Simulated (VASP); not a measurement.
# Ag16P in VASP: a series of runs, part 2 of 2

VASP 6.6.1.

### Step 3. Single point, PBE+D3(BJ)

Input file INCAR:

```
  PREC = Accurate
  ENCUT = 520
  EDIFF = 1E-6
  ISMEAR = 0
  SIGMA = 0.15
  LREAL = Auto
  LASPH = True
  NELM = 100
  ALGO = Normal
  ISIF = 2
  LWAVE = False
  LCHARG = False
  GGA = PE
  IVDW = 12
  NBANDS = 104
```

Input file KPOINTS:

```
Automatic mesh
0
Gamma
  2 3 1
```

Input file POSCAR:

```
Ag16P
1.0
    8.1800000000      0.0000000000      0.0000000000
    0.0000000000      5.7841330000      0.0000000000
    0.0000000000      0.0000000000     15.3381000000
Ag P
16 1
Direct
    0.2500000000      0.2499999568      0.0651971235
    0.7500000000      0.2499999568      0.0651971235
    0.2500000000      0.7500000432      0.0651971235
    0.7500000000      0.7500000432      0.0651971235
   -0.0060947433     -0.0016031789      0.1544386202
    0.5060949878     -0.0016026602      0.1544380986
   -0.0061663814      0.4949277619      0.1536900268
    0.5061674817      0.4949279347      0.1536898312
    0.2500012225      0.2464110006      0.2537176704
    0.7500003667      0.2313017353      0.2656632829
    0.2500022005      0.7443184657      0.2398335517
    0.7500008557      0.7374844251      0.2613338028
    0.0156628362     -0.0215477410      0.3468761450
    0.4843404645     -0.0215451477      0.3468743847
    0.0005008557      0.4765030472      0.3473327857
    0.4994998778      0.4765080609      0.3473310254
    0.2499981663      0.6936450113      0.3989614098
```

Potentials or basis: VASP PAW PBE potentials, release 64 (Ag, P).

Command:

```bash
cat potpaw_PBE.64/Ag/POTCAR potpaw_PBE.64/P/POTCAR > POTCAR
mpirun -np 1 vasp_std > vasp.out
```

OUTCAR:

```text
PREC = Accurate
   ENCUT = 520
   EDIFF = 1E-6
   ISMEAR = 0
   LREAL = Auto
   LASPH = True
   NELM = 100
   ISIF = 2
   GGA = PE
   IVDW = 12
 IVDW          = 12

 ion  position               nearest neighbor table
   1  0.250  0.250  0.065-   7 2.87   8 2.87   9 2.89   3 2.89   3 2.89   6 2.89   5 2.89
   2  0.750  0.250  0.065-   8 2.80   7 2.80   6 2.82   5 2.82   4 2.89   4 2.89  10 3.08
   3  0.250  0.750  0.065-  11 2.68   6 2.89   5 2.89   1 2.89   1 2.89   7 2.90   8 2.90
   4  0.750  0.750  0.065-   6 2.81   5 2.81   8 2.83   7 2.83   2 2.89   2 2.89  12 3.01
   5  0.994  0.998  0.154-   4 2.81   2 2.82   7 2.87  11 2.87   3 2.89   1 2.89   7 2.91  10 2.95
                            13 2.96   9 2.96  12 2.99
   6  0.506  0.998  0.154-   4 2.81   2 2.82   8 2.87  11 2.87   3 2.89   1 2.89   8 2.91  10 2.95
                            14 2.96   9 2.96  12 2.99
   7  0.994  0.495  0.154-   2 2.80   4 2.83  11 2.87   1 2.87   5 2.87   3 2.90   5 2.91  12 2.94
                             9 2.97  15 2.97  10 3.04
   8  0.506  0.495  0.154-   2 2.80   4 2.83  11 2.87   1 2.87   6 2.87   3 2.90   6 2.91  12 2.94
                             9 2.97  16 2.97  10 3.04
   9  0.250  0.246  0.254-  16 2.83  15 2.83  14 2.85  13 2.85  11 2.89   1 2.89  11 2.91   6 2.96
                             5 2.96   8 2.97   7 2.97
  10  0.750  0.231  0.266-  15 2.79  16 2.79  12 2.86  14 2.90  13 2.90  12 2.93   5 2.95   6 2.95
                             7 3.04   8 3.04   2 3.08
  11  0.250  0.744  0.240-  17 2.46   3 2.68  14 2.86  13 2.86   8 2.87   7 2.87   6 2.87   5 2.87
                             9 2.89   9 2.91  16 3.05  15 3.05
  12  0.750  0.737  0.261-  10 2.86  16 2.87  15 2.87  14 2.90  13 2.90  10 2.93   7 2.94   8 2.94
                             5 2.99   6 2.99   4 3.01
  13  0.016  0.978  0.347-  17 2.65   9 2.85  11 2.86  15 2.88  12 2.90  10 2.90  15 2.91   5 2.96

  14  0.484  0.978  0.347-  17 2.65   9 2.85  11 2.86  16 2.88  12 2.90  10 2.90  16 2.91   6 2.96

  15  0.001  0.477  0.347-  17 2.52  10 2.79   9 2.83  12 2.87  13 2.88  13 2.91   7 2.97  11 3.05

  16  0.499  0.477  0.347-  17 2.52  10 2.79   9 2.83  12 2.87  14 2.88  14 2.91   8 2.97  11 3.05

  17  0.250  0.694  0.399-  11 2.46  15 2.52  16 2.52  13 2.65  14 2.65

  LATTYP: Found a simple orthorhombic cell.
 ALAT       =     5.7841330000
 B/A-ratio  =     1.4142136773
 C/A-ratio  =     2.6517543770

  Lattice vectors:

 A1 = (   0.0000000000,  -5.7841330000,   0.0000000000)
 A2 = (   8.1800000000,   0.0000000000,   0.0000000000)
 A3 = (   0.0000000000,   0.0000000000,  15.3381000000)

Analysis of symmetry for initial positions (statically):
=====================================================================
 Subroutine PRICEL returns:
 Original cell was already a primitive cell.

 Routine SETGRP: Setting up the symmetry group for a
 simple orthorhombic supercell.

 Subroutine GETGRP returns: Found  2 space group operations
 (whereof  1 operations were pure point group operations)
 out of a pool of  8 trial point group operations.

The static configuration has the point symmetry C_1 .
 The point group associated with its full space group is C_1h.

Analysis of symmetry for dynamics (positions and initial velocities):
=====================================================================
 Subroutine PRICEL returns:
 Original cell was already a primitive cell.

 Routine SETGRP: Setting up the symmetry group for a
 simple orthorhombic supercell.

 Subroutine GETGRP returns: Found  2 space group operations
 (whereof  1 operations were pure point group operations)
 out of a pool of  8 trial point group operations.

The dynamic configuration has the point symmetry C_1 .
[... 95 lines left out ...]
   dimension x,y,z NGXF=   128 NGYF=   96 NGZF=  240
   ions per type =              16   1
   NGX,Y,Z   is equivalent  to a cutoff of  13.01, 13.80, 13.01 a.u.
   NGXF,Y,Z  is equivalent  to a cutoff of  26.01, 27.59, 26.01 a.u.
 SYSTEM =  unknown system
   PREC   = accura    normal or accurate (medium, high low for compatibility)
   ISTART =      0    job   : 0-new  1-cont  2-samecut
   ICHARG =      2    charge: 1-file 2-atom 10-const
   ISPIN  =      1    spin polarized calculation?
   LNONCOLLINEAR =      F non collinear calculations
   LSORBIT =      F    spin-orbit coupling
   LASPH  =      T    aspherical Exc in radial PAW
   ENCUT  =  520.0 eV  38.22 Ry    6.18 a.u.  15.21 10.75 28.52*2*pi/ulx,y,z
   NELM   =    100;   NELMIN=  2; NELMDL= -5     # of ELM steps
   EDIFF  = 0.1E-05   stopping-criterion for ELM
   LREAL  =      T    real-space projection
   EDIFFG = 0.1E-04   stopping-criterion for IOM
   NSW    =      0    number of steps for IOM
   IBRION =     -1    ionic relax: 0-MD 1-quasi-New 2-CG
   NFREE  =      0    steps in history (QN), initial steepest desc. (CG)
   ISIF   =      2    stress and relaxation
   ISYM   =      2    0-nonsym 1-usesym 2-fastsym
   POTIM  = 0.5000    time-step for ionic-motion
   TEBEG  =    0.0;   TEEND  =   0.0 temperature during run
   PSTRESS=    0.0 pullay stress
   NELECT =     181.0000    total number of electrons
   NUPDOWN=      -1.0000    fix difference up-down
   EMIN   =  10.00;   EMAX   =-10.00  energy-range for DOS
   EFERMI =   0.00;   METHOD = LEGACY
   ISMEAR =     0;   SIGMA  =   0.15  broadening in eV -4-tet -1-fermi 0-gaus
   EFERMI_NEDOS =   21; number of points for ismear=-14 and -15
   IALGO  =     38    algorithm
   IMIX   =      4    mixing-type and parameters
     AMIX     =   0.40;   BMIX     =  1.00
     AMIX_MAG =   1.60;   BMIX_MAG =  1.00
  volume/ion in A,a.u.               =      42.69       288.08
  Fermi-wavevector in a.u.,A,eV,Ry     =   1.030497  1.947357 14.448348  1.061924
  Thomas-Fermi vector in A             =   2.164598
   LORBIT       =      0    0 simple, 1 ext, 2 COOP (PROOUT), +10 PAW based schemes
   GGA     = PE    functional components
   LHFCALC =     F    Hartree Fock is set to
   AEXX    =    0.0000 exact exchange contribution
   IVDW    =    12    specifies the selected vdW correction
   LEPSILON=     F    determine dielectric tensor
   LRPA    =     F    only Hartree local field effects (RPA)
 non-spin polarized calculation
 Gauss-broadening in eV      SIGMA  =   0.15
  energy-cutoff  :      520.00
  volume of cell :      725.71
 maximum number of plane-waves:     19590
 NGX is ok and might be reduce to    64
   NGX = 31   NGY = 21   NGZ = 57

 number of electron     180.9999979 magnetization

 Free energy of the ion-electron system (eV)
  ---------------------------------------------------
  ext. energy  EPLUGINS =         0.00000000
  ---------------------------------------------------
  free energy    TOTEN  =       -43.37400874 eV

  energy without entropy =      -43.26082122  energy(sigma->0) =      -43.31741498

 E-fermi :   0.7514     XC(G=0):  -5.9880

 val. band max:        0.7369116447   @ k =   0.5000   0.0000   0.0000
 cond. band min:       0.7989554283   @ k =   0.5000   0.3333   0.0000
 fundamental gap:      0.0620437836
 Fermi energy:         0.7513822859

 k-point     1 :       0.0000    0.0000    0.0000
  band No.  band energies     occupation
      1      -9.7024      2.00000
      2      -6.0023      2.00000
      3      -5.5147      2.00000
      4      -5.4140      2.00000
      5      -5.3743      2.00000
      6      -5.2786      2.00000
[... 409 lines left out ...]
    101       3.9759      0.00000
    102       4.4257      0.00000
 [bands above 102 left out]

------------------------ aborting loop because EDIFF is reached ----------------------------------------

 Edisp (eV)   -6.22749

 E8    (eV) :    -2.8327

  FORCE on cell =-STRESS in cart. coord.  units (eV):
  Direction    XX          YY          ZZ          XY          YZ          ZX
  --------------------------------------------------------------------------------------
  -------------------------------------------------------------------------------------
  Total      -7.83096    -7.22839    -0.28380     0.00000     0.57930     0.00000
  in kB     -17.28870   -15.95838    -0.62656     0.00000     1.27894     0.00000
  external pressure =      -11.29 kB  Pullay stress =        0.00 kB

 VOLUME and BASIS-vectors are now :
 -----------------------------------------------------------------------------
  energy-cutoff  :      520.00
  volume of cell :      725.71
      direct lattice vectors                 reciprocal lattice vectors
     8.180000000  0.000000000  0.000000000     0.122249389  0.000000000  0.000000000
     0.000000000  5.784133000  0.000000000     0.000000000  0.172886758  0.000000000
     0.000000000  0.000000000 15.338100000     0.000000000  0.000000000  0.065197124

 POSITION                                       TOTAL-FORCE (eV/Angst)
 -----------------------------------------------------------------------------------
      2.04500      1.44603      1.00000         0.000000      0.022525      0.198552
      6.13500      1.44603      1.00000         0.000000     -0.019931     -0.081851
      2.04500      4.33810      1.00000         0.000000     -0.044598     -0.206835
      6.13500      4.33810      1.00000         0.000000     -0.043495      0.055760
      8.13014      5.77486      2.36880        -0.005250     -0.008084      0.007195
      4.13986      5.77486      2.36879         0.005250     -0.008084      0.007195
[... 9 lines left out ...]
      4.08591      2.75619      5.32740        -0.047711      0.010159     -0.014284
      2.04499      4.01214      6.11931         0.000000      0.108088      0.020643
 -----------------------------------------------------------------------------------
    total drift:                               -0.095516     -0.018786     -0.004765

  FREE ENERGIE OF THE ION-ELECTRON SYSTEM (eV)
  ---------------------------------------------------
  free  energy   TOTEN  =       -49.6015009816 eV

  energy  without entropy=      -49.4883134678  energy(sigma->0) =      -49.54490722
```

Wall time 11 min (1 thread of Intel Xeon Platinum 8259CL at 2.50GHz (Skylake/Cascade Lake), shared host); peak memory 0.8 GiB.

What came out:

```
Free energy                : -49.6015 eV
Largest force              : 0.212 eV/Å
Band gap on the k mesh     : zero (an odd number of electrons rules out a gap without spin polarisation)
Dispersion energy per atom : -0.366 eV
```

Forces in eV/Å, atoms in the order of the input:
```
Ag   0.000  0.023  0.199
Ag   0.000 -0.020 -0.082
Ag   0.000 -0.045 -0.207
Ag   0.000 -0.043  0.056
Ag  -0.005 -0.008  0.007
Ag   0.005 -0.008  0.007
Ag  -0.006 -0.007  0.004
Ag   0.006 -0.007  0.004
Ag   0.000 -0.018 -0.028
Ag   0.000  0.010  0.027
Ag   0.000 -0.020 -0.002
Ag   0.000 -0.001  0.018
Ag   0.010  0.008  0.002
Ag  -0.010  0.008  0.002
Ag   0.048  0.010 -0.014
Ag  -0.048  0.010 -0.014
P    0.000  0.108  0.021
```

Levels at points of the mesh, in eV from the Fermi level:
```csv
k point,band 87,band 88,band 89,band 90,band 91,band 92,band 93,band 94
"(0.00, 0.00, 0.00)",-1.31,-1.02,-0.27,-0.25,-0.05,0.08,0.55,1.04
"(0.50, 0.00, 0.00)",-1.00,-0.46,-0.01,0.19,0.23,0.35,0.37,0.80
```

Caveat: the k points lie up to 0.38 Å⁻¹ apart, too coarse for converged energies and pressures of a metal; there is no dipole correction, which matters where the two faces differ.

The gap in the log of VASP goes by the Fermi energy; the results here count the filled bands.